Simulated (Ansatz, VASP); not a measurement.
## Two plane-wave programs on Mg3TeSe2

INCAR

```
PREC = Accurate
ENCUT = 520
EDIFF = 1E-6
ISMEAR = 0
SIGMA = 0.1
LREAL = False
LASPH = True
NELM = 100
ALGO = Normal
ISIF = 2
LWAVE = False
LCHARG = False
GGA = PE
NBANDS = 21
```

The input KPOINTS:

```
regular mesh
0
Gamma
  6 6 2
```

POSCAR

```
Mg3TeSe2
1.0
    4.0077262000      0.0000000000      0.0000000000
   -2.0038631000      3.4707927000      0.0000000000
    0.0000000000      0.0000000000      9.8229679000
Mg Te Se
3 1 2
Direct
    0.3333333000      0.6666667000      0.1817390000
    0.6666667000      0.3333333000      0.8182610000
    0.0000000000      0.0000000000      0.5000000000
    0.0000000000      0.0000000000      0.0000000000
    0.3333333000      0.6666667000      0.6593450000
    0.6666667000      0.3333333000      0.3406550000
```

Input for Ansatz:

```yaml
crystal:
  lattice:
    - [4.0077262, 0.0, 0.0]
    - [-2.0038631, 3.4707927, 0.0]
    - [0.0, 0.0, 9.8229679]
  atoms:
    - { symbol: Mg, position: [0.3333333, 0.6666667, 0.181739] }
    - { symbol: Mg, position: [0.6666667, 0.3333333, 0.818261] }
    - { symbol: Mg, position: [0.0, 0.0, 0.5] }
    - { symbol: Te, position: [0.0, 0.0, 0.0] }
    - { symbol: Se, position: [0.3333333, 0.6666667, 0.659345] }
    - { symbol: Se, position: [0.6666667, 0.3333333, 0.340655] }
basis:
  ecutwfc: 420
kpoints:
  mp_grid: { grid: [6, 6, 2] }
hamiltonian:
  xc: pbe
scf:
  occupations: { method: gaussian, width: 0.1 }
  lower_state_search: "off"
output:
  forces: true
  stress: true
  eigenvalues: true
```

Change from the starting cell: relaxed end of: species swapped into the InSn2Te3 type (P-3m1, No. 164).

Alike in both runs: task single point; functional PBE; k mesh 6 × 6 × 2; occupations gaussian, width 0.1 eV; no spin polarisation.

|  | VASP | Ansatz |
| --- | --- | --- |
| version | VASP 6.6.1 | Ansatz 0.2.0 |
| potentials or method | VASP PAW PBE potentials, release 64 (Mg, Te, Se), cutoff 520 eV | scalar-relativistic, plane waves, PAW |
| valence electrons in the cell | 24 | 78 |

```tsv
	VASP	Ansatz	Ansatz less VASP
gap on the k mesh at the Fermi level (eV)	0.47	0.49	+0.028
least direct gap on the mesh (eV)	1.19	1.20	+0.018
pressure (GPa)	-0.1	0.0	+0.09
traceless stress, the component that is largest in VASP (GPa)	-0.05	-0.06	-0.002
```

VASP's potentials hold 24 valence electrons a cell and Ansatz's 78, so a difference there can come from the potentials and not from the codes.

Spin-orbit coupling is off throughout.
